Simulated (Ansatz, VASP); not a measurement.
One calculation of C, two programs

```
CELL_PARAMETERS angstrom
0.01978 1.75904 1.75904
1.75904 0.01978 1.75904
1.75904 1.75904 0.01978
ATOMIC_POSITIONS crystal
C 0.00020 0.00020 0.00020
C 0.24980 0.24980 0.24980
```

Change from the starting cell: strained cell.

Alike in both runs: functional LDA; k mesh 9 × 9 × 9; occupations gaussian, width 0.02 eV; no spin polarisation.

Ansatz relaxed the structure, and its values are those at the end. VASP's run is a single point on that final structure, the one shown.

```csv
,VASP,Ansatz
version,VASP 6.6.1,Ansatz 0.2.0
potentials or method,"VASP PAW LDA potentials, release 64 (C), cutoff 600 eV","scalar-relativistic, plane waves, PAW"
valence electrons in the cell,8,8
```

|  | VASP | Ansatz | Ansatz less VASP |
| --- | --- | --- | --- |
| gap on the k mesh at the Fermi level (eV) | 4.23 | 4.24 | +0.005 |
| least direct gap on the mesh (eV) | 5.34 | 5.34 | -0.003 |
| pressure (GPa) | 15.2 | 14.1 | -1.07 |

Ansatz warns that its potentials were made for another functional, while VASP's fit it. LDA's correlation is that of Perdew and Zunger in VASP and of Perdew and Wang (1992) in Ansatz. Ansatz's warnings: stress scf threshold loose.
